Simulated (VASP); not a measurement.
# Ag: single point with LDA

The system is Ag.

```
Ag
1.0
     0.00000    1.84186    1.84186
     1.84186    0.00000    1.84186
     1.84186    1.84186    0.00000
Ag
1
Cartesian
  0.0000 0.0000 0.0000
```

```yaml
Program: VASP 6.6.1
Task: single point
Functional: LDA
Potentials_or_basis: VASP PAW LDA potentials, release 64 (Ag)
Cutoff: 520 eV
k_mesh: 18 × 18 × 18
Occupations: fermi-dirac, width 0.05 eV
Spin: no spin polarisation
Dipole_correction: no
Further_INCAR_settings: ALGO = Normal; EDIFF = 1e-07; NBANDS = 12
```

```yaml
Pressure: 68.9 GPa
Band_gap_on_the_k_mesh: zero (an odd number of electrons rules out a gap without spin polarisation)
```

Levels at points of the mesh, in eV from the Fermi level:
```csv
k point,band 2,band 3,band 4,band 5,band 6,band 7,band 8,band 9,band 10,band 11
"(0.00, 0.00, 0.00)",-6.35,-6.35,-6.35,-4.54,-4.54,16.11,21.52,21.52,21.52,27.53
"(0.50, 0.00, 0.00)",-6.40,-6.40,-3.17,-3.17,-1.48,5.61,15.43,20.76,20.76,27.79
"(0.50, 0.50, 0.00)",-8.88,-3.21,-2.80,-2.80,1.15,9.51,12.03,12.03,21.46,21.68
```

It took 8.8 s on 1 thread of Intel(R) Xeon(R) 6975P-C (Granite Rapids), on a shared host, peak memory 0.14 GiB.

Caveat: the cell stands under pressure.
